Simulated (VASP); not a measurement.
**WS2: single point with PBE+D3(BJ)**

System: WS2, a slab with vacuum.

```
S W
1.0
     3.15974    0.00000    0.00000
    -1.57987    2.73642    0.00000
     0.00000    0.00000   45.20729
S W
4 2
Direct
  0.33333 0.66667 0.39691
  0.33346 0.66692 0.46656
  0.83333 0.66667 0.53344
  0.83321 0.66641 0.60309
  0.66675 0.33350 0.43177
  0.16662 0.33324 0.56823
```

- Program: VASP 6.6.1
- Task: single point
- Functional: PBE
- Dispersion: D3(BJ)
- Potentials or basis: VASP PAW PBE potentials, release 64 (S, W_sv)
- Cutoff: 520 eV
- k mesh: 12 × 12 × 1
- Occupations: gaussian, width 0.02 eV
- Spin: no spin polarisation
- Dipole correction: yes
- Further INCAR settings: ALGO = Normal; EDIFF = 1e-07; NBANDS = 35

- Largest force: 0.003 eV/Å
- Band gap on the k mesh: 1.43 eV (least direct gap 1.90 eV)
- Dispersion energy per atom: -0.366 eV

Forces in eV/Å, atoms in the order of the input:
```
S    0.000  0.000 -0.003
S    0.000  0.000 -0.003
S    0.000  0.000  0.003
S    0.000  0.000  0.003
W    0.000  0.000  0.002
W    0.000  0.000 -0.002
```

Levels at points of the mesh, in eV from the valence-band top:
| k point | band 23 | band 24 | band 25 | band 26 | band 27 | band 28 | band 29 | band 30 |
| --- | --- | --- | --- | --- | --- | --- | --- | --- |
| (0.00, 0.00, 0.00) | -1.96 | -1.95 | -0.72 | 0.00 | 2.46 | 2.52 | 2.56 | 2.58 |
| (0.50, 0.00, 0.00) | -1.63 | -1.63 | -1.36 | -1.36 | 2.56 | 2.56 | 2.97 | 2.97 |
| (0.00, 0.50, 0.00) | -1.68 | -1.57 | -1.44 | -1.19 | 2.55 | 2.58 | 2.83 | 3.06 |

Wall time 17 min on 1 thread of Intel(R) Xeon(R) Platinum 8259CL CPU @ 2.50GHz (Skylake/Cascade Lake), on a shared host, peak memory 0.73 GiB.

Caveat: spin-orbit coupling is left out, which moves the levels of the heavy elements.
